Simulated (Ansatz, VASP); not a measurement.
**Two plane-wave programs on SiC**

```
Si C
1.0
     0.02699    2.17274    2.17274
     2.17274    0.02699    2.17274
     2.17274    2.17274    0.02699
Si C
1 1
Direct
  0.00068 0.00068 0.00068
  0.24932 0.24932 0.24932
```

Change from the starting cell: strained cell.

Alike in both runs: functional PBEsol; k mesh 9 × 9 × 9; occupations gaussian, width 0.02 eV; no spin polarisation.

Ansatz relaxed the structure, and its values are those at the end. VASP's run is a single point on that final structure, the one shown.

|  | VASP | Ansatz |
| --- | --- | --- |
| version | VASP 6.6.1 | Ansatz 0.2.0 |
| potentials or method | VASP PAW PBE potentials, release 64 (Si, C), cutoff 600 eV | scalar-relativistic, plane waves, PAW |
| valence electrons in the cell | 8 | 8 |

VASP gave:

| Property | Result |
| --- | --- |
| gap on the k mesh at the Fermi level (eV) | 1.28 |
| least direct gap on the mesh (eV) | 4.43 |
| pressure (GPa) | 6.5 |

Which values does Ansatz return?

gap on the k mesh at the Fermi level (eV): 1.29; least direct gap on the mesh (eV): 4.44; pressure (GPa): 6.2.

VASP's potentials were made for PBE, not for PBEsol. Ansatz's warnings: stress scf threshold loose.
